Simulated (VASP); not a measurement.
CaSe: electric field gradients with PBE

The system is CaSe.

```
Ca Se
1.0
     0.00000    2.90589    2.90589
     2.90589    0.00000    2.90589
     2.90589    2.90589    0.00000
Ca Se
1 1
Direct
  0.00000 0.00000 0.00000
  0.50000 0.50000 0.50000
```

This cell differs from its parent crystal: volume scaled by 0.95.

| Property | Result |
| --- | --- |
| Program | VASP 6.6.1 |
| Task | electric field gradients |
| Functional | PBE |
| Potentials or basis | VASP PAW PBE potentials, release 64 (Ca_sv, Se) |
| Cutoff | 520 eV |
| k mesh | 7 × 7 × 7 |
| Occupations | fermi-dirac, width 0.02 eV |
| Spin | no spin polarisation |
| Dipole correction | no |
| Further INCAR settings | ALGO = Normal; EDIFF = 1e-08; NBANDS = 15 |

```json
{"Pressure": "4.4 GPa", "Band gap on the k mesh": "1.95 eV, indirect (least direct gap 2.91 eV)"}
```

Levels at points of the mesh, in eV from the valence-band top:
```csv
k point,band 6,band 7,band 8,band 9,band 10,band 11
"(0.00, 0.00, 0.00)",0.00,0.00,0.00,3.64,3.68,3.68
```

It took 40 s on 1 thread of AMD EPYC 7R13, on a shared host, peak memory 0.15 GiB.

Caveat: without QUAD_EFG the Cq values of the log hold for a quadrupole moment of 1 mb, not for the nuclei. A k mesh can miss the band edges.
